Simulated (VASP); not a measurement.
# LiW16 (a cell with a defect) in VASP: single point with PBE

Aim: the single point of LiW16 (a cell with a defect) with PBE.

Everything below comes from runs of VASP 6.6.1. Logs are shortened: lines on timing, memory, paths and dates and some standing lists are left out, and cuts for length are marked.

## (1) The cell of the first run

The cell holds a defect, 17 atoms: a = 6.320 Å, b = 6.320 Å, c = 6.320 Å, α = 90.00°, β = 90.00°, γ = 90.00°.

## (2) Single point, PBE

INCAR

```
PREC = Accurate
ENCUT = 520
EDIFF = 1E-7
ISMEAR = -1
SIGMA = 0.1
LREAL = Auto
LASPH = T
NELM = 80
ALGO = Normal
ISIF = 2
LWAVE = F
LCHARG = T
GGA = PE
LELF = T
LVHAR = T
NBANDS = 128
```

KPOINTS

```
Automatic mesh
0
Gamma
  2 2 2
```

POSCAR

```
LiW16
1.0
    6.3200000000      0.0000000000      0.0000000000
    0.0000000000      6.3200000000      0.0000000000
    0.0000000000      0.0000000000      6.3200000000
W Li
16 1
Direct
   -0.0017320793     -0.0007576601      0.0058477690
    0.4874522981      0.0046861830      0.0112329165
   -0.0067941435      0.4971779540     -0.0068893009
   -0.0067098612     -0.0135841531      0.5037065494
    0.2554363691      0.2331084189      0.2397089381
    0.4938303009      0.4950547128     -0.0000159947
    0.4937634698     -0.0065976601      0.5016502561
    0.7471223731      0.2451835923      0.2518038543
    0.0483323777      0.4556332070      0.4622582001
    0.2477850352      0.7460915332      0.2453717584
    0.2477509405      0.2388089201      0.7527385635
    0.4917859412      0.4920735925      0.4986684769
    0.7459291712      0.7442762984      0.2539921561
    0.7460373023      0.2474403529      0.7507854718
    0.2385279976      0.7416425422      0.7482900427
    0.7128346208      0.7906892785      0.7972544204
    0.8236169866      0.5943148874      0.6005982223
```

Potentials or basis: VASP PAW PBE potentials, release 64 (W_sv, Li_sv).

Command:

```sh
$ cat potpaw_PBE.64/W_sv/POTCAR potpaw_PBE.64/Li_sv/POTCAR > POTCAR
$ mpirun -np 1 vasp_std > vasp.out
```

OUTCAR:

```text
PREC = Accurate
   ENCUT = 520
   EDIFF = 1E-7
   ISMEAR = -1
   LREAL = Auto
   LASPH = T
   NELM = 80
   ISIF = 2
   GGA = PE

 ion  position               nearest neighbor table
   1  0.998  0.999  0.006-  16 2.59   5 2.65  11 2.71  10 2.71   8 2.71  13 2.76  14 2.76  15 2.76
                             2 3.09   4 3.15   3 3.15   3 3.17   4 3.17   2 3.23
   2  0.487  0.005  0.011-  16 2.38   5 2.51  11 2.67  10 2.67   8 2.70  13 2.78  14 2.78  15 2.83
                             1 3.09   6 3.10   7 3.10   7 3.22   6 3.22   1 3.23
   3  0.993  0.497  0.993-  15 2.68  14 2.70  11 2.75  13 2.76  10 2.76   8 2.76  17 2.77   5 2.82
                            16 2.85   9 3.00   1 3.15   6 3.16   6 3.16   1 3.17   9 3.38
   4  0.993  0.986  0.504-  15 2.68  13 2.70  10 2.75  14 2.76  11 2.76   8 2.76  17 2.77   5 2.82
                            16 2.85   9 3.00   1 3.15   7 3.16   7 3.16   1 3.17   9 3.38
   5  0.255  0.233  0.240-   9 2.38   2 2.51   1 2.65   7 2.70   6 2.70  12 2.75   4 2.82   3 2.82
                            11 3.08  10 3.08   8 3.11   8 3.21  10 3.24  11 3.24
   6  0.494  0.495  1.000-  16 2.65   5 2.70  10 2.71  14 2.73  11 2.74  15 2.75   8 2.75  13 2.76
                             2 3.10  12 3.15   3 3.16   3 3.16  12 3.17   2 3.22
   7  0.494  0.993  0.502-  16 2.65   5 2.70  11 2.71  13 2.73  10 2.74  15 2.75   8 2.75  14 2.76
                             2 3.10  12 3.15   4 3.16   4 3.16  12 3.17   2 3.22
   8  0.747  0.245  0.252-   9 2.68   2 2.70   1 2.71  12 2.73   6 2.75   7 2.75   3 2.76   4 2.76
                             5 3.11  14 3.15  13 3.15  13 3.17  14 3.17   5 3.21
   9  0.048  0.456  0.462-  17 1.88   5 2.38  11 2.61  10 2.61   8 2.68  12 2.82  15 2.82  14 2.95
                            13 2.95   3 3.00   4 3.00   4 3.38   3 3.38
  10  0.248  0.746  0.245-   9 2.61   2 2.67   1 2.71   6 2.71   7 2.74  12 2.74   4 2.75   3 2.76
                             5 3.08  15 3.14  13 3.15  13 3.17  15 3.18   5 3.24
  11  0.248  0.239  0.753-   9 2.61   2 2.67   1 2.71   7 2.71   6 2.74  12 2.74   3 2.75   4 2.76
                             5 3.08  15 3.14  14 3.15  14 3.17  15 3.18   5 3.24
  12  0.492  0.492  0.499-  17 2.29   8 2.73  14 2.74  13 2.74  10 2.74  11 2.74  15 2.75   5 2.75
                             9 2.82  16 3.01   7 3.15   6 3.15   6 3.17   7 3.17
  13  0.746  0.744  0.254-  17 2.44   4 2.70   7 2.73  12 2.74   6 2.76   1 2.76   3 2.76   2 2.78
                            16 2.91   9 2.95  10 3.15   8 3.15   8 3.17  10 3.17  16 3.45
  14  0.746  0.247  0.751-  17 2.44   3 2.70   6 2.73  12 2.74   7 2.76   1 2.76   4 2.76   2 2.78
                            16 2.91   9 2.95  11 3.15   8 3.15   8 3.17  11 3.17  16 3.45
  15  0.239  0.742  0.748-   4 2.68   3 2.68  12 2.75   6 2.75   7 2.75   1 2.76   9 2.82   2 2.83
                            17 2.94  16 3.03  10 3.14  11 3.14  11 3.18  10 3.18  16 3.35
  16  0.713  0.791  0.797-  17 1.89   2 2.38   1 2.59   6 2.65   7 2.65   3 2.85   4 2.85  13 2.91
                            14 2.91  12 3.01  15 3.03  15 3.35  14 3.45  13 3.45
  17  0.824  0.594  0.601-   9 1.88  16 1.89  12 2.29  13 2.44  14 2.44   4 2.77   3 2.77  15 2.94

  LATTYP: Found a simple cubic cell.
 ALAT       =     6.3200000000

  Lattice vectors:

 A1 = (   6.3200000000,   0.0000000000,   0.0000000000)
 A2 = (   0.0000000000,   6.3200000000,   0.0000000000)
 A3 = (   0.0000000000,   0.0000000000,   6.3200000000)

Analysis of symmetry for initial positions (statically):
=====================================================================
 Subroutine PRICEL returns:
 Original cell was already a primitive cell.

 Routine SETGRP: Setting up the symmetry group for a
 simple cubic supercell.

 Subroutine GETGRP returns: Found  1 space group operations
 (whereof  1 operations were pure point group operations)
 out of a pool of 48 trial point group operations.

The static configuration has the point symmetry C_1 .

Analysis of symmetry for dynamics (positions and initial velocities):
=====================================================================
 Subroutine PRICEL returns:
 Original cell was already a primitive cell.

 Routine SETGRP: Setting up the symmetry group for a
 simple cubic supercell.

 Subroutine GETGRP returns: Found  1 space group operations
 (whereof  1 operations were pure point group operations)
 out of a pool of 48 trial point group operations.

The dynamic configuration has the point symmetry C_1 .

 Subroutine INISYM returns: Found  1 space group operations
 (whereof  1 operations are pure point group operations),
 and found     1 'primitive' translations

----------------------------------------------------------------------------------------

                                     Primitive cell

  volume of cell :     252.4360

[... 59 lines left out ...]
     0.000000000  0.079113924  0.000000000     0.000000000  0.500000000  0.000000000
     0.000000000  0.000000000  0.079113924     0.000000000  0.000000000  0.500000000

  Length of vectors
     0.079113924  0.079113924  0.079113924

  Shift w.r.t. Gamma in fractional coordinates (k-lattice)
     0.000000000  0.000000000  0.000000000

 Subroutine IBZKPT returns following result:
 ===========================================

 Found      8 irreducible k-points:

 Following reciprocal coordinates:
            Coordinates               Weight
  0.000000  0.000000  0.000000      1.000000
  0.500000  0.000000  0.000000      1.000000
  0.000000  0.500000  0.000000      1.000000
  0.000000  0.000000  0.500000      1.000000
  0.500000  0.500000  0.000000      1.000000
  0.000000  0.500000  0.500000      1.000000
  0.500000  0.000000  0.500000      1.000000
  0.500000  0.500000  0.500000      1.000000
   k-points           NKPTS =      8   k-points in BZ     NKDIM =      8   number of bands    NBANDS=    128
   number of dos      NEDOS =    301   number of ions     NIONS =     17
   total plane-waves  NPLWV = 110592
   dimension x,y,z NGX =    48 NGY =   48 NGZ =   48
   dimension x,y,z NGXF=    96 NGYF=   96 NGZF=   96
   ions per type =              16   1
   NGX,Y,Z   is equivalent  to a cutoff of  12.63, 12.63, 12.63 a.u.
   NGXF,Y,Z  is equivalent  to a cutoff of  25.25, 25.25, 25.25 a.u.
 SYSTEM =  unknown system
   PREC   = accura    normal or accurate (medium, high low for compatibility)
   ISTART =      0    job   : 0-new  1-cont  2-samecut
   ICHARG =      2    charge: 1-file 2-atom 10-const
   ISPIN  =      1    spin polarized calculation?
   LNONCOLLINEAR =      F non collinear calculations
   LSORBIT =      F    spin-orbit coupling
   LASPH  =      T    aspherical Exc in radial PAW
   ENCUT  =  520.0 eV  38.22 Ry    6.18 a.u.  11.75 11.75 11.75*2*pi/ulx,y,z
   NELM   =     80;   NELMIN=  2; NELMDL= -5     # of ELM steps
   EDIFF  = 0.1E-06   stopping-criterion for ELM
   LREAL  =      T    real-space projection
   EDIFFG = 0.1E-05   stopping-criterion for IOM
   NSW    =      0    number of steps for IOM
   IBRION =     -1    ionic relax: 0-MD 1-quasi-New 2-CG
   NFREE  =      0    steps in history (QN), initial steepest desc. (CG)
   ISIF   =      2    stress and relaxation
   ISYM   =      2    0-nonsym 1-usesym 2-fastsym
   POTIM  = 0.5000    time-step for ionic-motion
   TEBEG  =    0.0;   TEEND  =   0.0 temperature during run
   PSTRESS=    0.0 pullay stress
   NELECT =     227.0000    total number of electrons
   NUPDOWN=      -1.0000    fix difference up-down
   EMIN   =  10.00;   EMAX   =-10.00  energy-range for DOS
   EFERMI =   0.00;   METHOD = LEGACY
   ISMEAR =    -1;   SIGMA  =   0.10  broadening in eV -4-tet -1-fermi 0-gaus
   EFERMI_NEDOS =   21; number of points for ismear=-14 and -15
   IALGO  =     38    algorithm
   IMIX   =      4    mixing-type and parameters
     AMIX     =   0.40;   BMIX     =  1.00
     AMIX_MAG =   1.60;   BMIX_MAG =  1.00
  volume/ion in A,a.u.               =      14.85       100.21
  Fermi-wavevector in a.u.,A,eV,Ry     =   1.580155  2.986060 33.972251  2.496890
  Thomas-Fermi vector in A             =   2.680426
   LORBIT       =      0    0 simple, 1 ext, 2 COOP (PROOUT), +10 PAW based schemes
   GGA     = PE    functional components
   LHFCALC =     F    Hartree Fock is set to
   AEXX    =    0.0000 exact exchange contribution
   IVDW    =     0    specifies the selected vdW correction
   LEPSILON=     F    determine dielectric tensor
   LRPA    =     F    only Hartree local field effects (RPA)
 non-spin polarized calculation
  energy-cutoff  :      520.00
  volume of cell :      252.44
 maximum number of plane-waves:      6859
 NGX is ok and might be reduce to    48
   NGX = 23   NGY = 23   NGZ = 23

 number of electron     227.0000003 magnetization

 Free energy of the ion-electron system (eV)
  ---------------------------------------------------
  ext. energy  EPLUGINS =         0.00000000
  ---------------------------------------------------
  free energy    TOTEN  =      -201.75091780 eV

  energy without entropy =     -201.50134887  energy(sigma->0) =     -201.62613334

 E-fermi :  11.5443     XC(G=0): -13.7097

 val. band max:       11.5070912191   @ k =   0.0000   0.5000   0.0000
 cond. band min:      11.5663756560   @ k =   0.5000   0.0000   0.0000
 fundamental gap:      0.0592844369
 Fermi energy:        11.5443432295

 k-point     1 :       0.0000    0.0000    0.0000
  band No.  band energies     occupation
      1     -62.4016      2.00000
      2     -62.2988      2.00000
      3     -62.2837      2.00000
      4     -62.2614      2.00000
      5     -62.2562      2.00000
      6     -62.2481      2.00000
[... 1013 lines left out ...]
    124      14.0359      0.00000
    125      14.0573      0.00000
 [bands above 125 left out]

------------------------ aborting loop because EDIFF is reached ----------------------------------------

  FORCE on cell =-STRESS in cart. coord.  units (eV):
  Direction    XX          YY          ZZ          XY          YZ          ZX
  --------------------------------------------------------------------------------------
  -------------------------------------------------------------------------------------
  Total       33.9072186     31.5188858     31.5268249     -8.6977942      9.0969323     -8.6867981
  in kB      215.2045819    200.0461533    200.0965415    -55.2037368     57.7370130    -55.1339460
  external PRESSURE =     205.1157589 kB  Pullay stress =       0.0000000 kB

 VOLUME and BASIS-vectors are now :
 -----------------------------------------------------------------------------
  energy-cutoff  :      520.00
  volume of cell :      252.44
      direct lattice vectors                 reciprocal lattice vectors
     6.320000000  0.000000000  0.000000000     0.158227848  0.000000000  0.000000000
     0.000000000  6.320000000  0.000000000     0.000000000  0.158227848  0.000000000
     0.000000000  0.000000000  6.320000000     0.000000000  0.000000000  0.158227848

 POSITION                                       TOTAL-FORCE (eV/Angst)
 -----------------------------------------------------------------------------------
      6.30905      6.31521      0.03696         0.006137     -0.012822     -0.015521
      3.08070      0.02962      0.07099        -0.021091      0.031480      0.030442
      6.27706      3.14216      6.27646         0.006084     -0.006302     -0.008249
      6.27759      6.23415      3.18343         0.000311      0.001461      0.000671
      1.61436      1.47325      1.51496         0.022768     -0.033894     -0.033901
      3.12101      3.12875      6.31990         0.003304     -0.013586      0.005523
[... 9 lines left out ...]
      4.50511      4.99716      5.03865         0.033742     -0.011482     -0.005453
      5.20526      3.75607      3.79578        -0.033984     -0.017798     -0.019697
 -----------------------------------------------------------------------------------
    total drift:                               -0.001810      0.003807     -0.004892

  FREE ENERGIE OF THE ION-ELECTRON SYSTEM (eV)
  ---------------------------------------------------
  free  energy   TOTEN  =      -201.7509178021 eV

  energy  without entropy=     -201.5013488728  energy(sigma->0) =     -201.62613334
```

Wall time 9.1 min (1 thread of Intel Xeon Platinum 8124M at 3.00GHz (Skylake/Cascade Lake), shared host); peak memory 0.42 GiB.

What came out:

```yaml
Free_energy: -201.7509 eV
Largest_force: 0.053 eV/Å
Band_gap_on_the_k_mesh: zero (an odd number of electrons rules out a gap without spin polarisation)
```

Forces on the atoms (eV/Å):
```
W    0.006 -0.013 -0.016
W   -0.021  0.031  0.030
W    0.006 -0.006 -0.008
W    0.000  0.001  0.001
W    0.023 -0.034 -0.034
W    0.003 -0.014  0.006
W    0.012  0.006 -0.011
W   -0.010  0.007  0.002
W    0.002  0.035  0.039
W   -0.005  0.011  0.001
W   -0.001 -0.003  0.010
W   -0.012 -0.006 -0.003
W    0.000  0.001  0.009
W   -0.007  0.012  0.005
W    0.004 -0.001 -0.004
W    0.034 -0.011 -0.005
Li  -0.034 -0.018 -0.020
```

Caveat: the k points lie up to 0.50 Å⁻¹ apart, too coarse for converged energies and pressures of a metal; the cutoff is under 1.25 times the usual one of these potentials, so pressure, stress and relaxed cells hold a basis-set (Pulay) error; atoms lie so close that the PAW spheres overlap strongly, which falsifies energies and pressures; spin-orbit coupling is left out, which moves the levels of the heavy elements.

The gap in the log of VASP goes by the Fermi energy; the results here count the filled bands.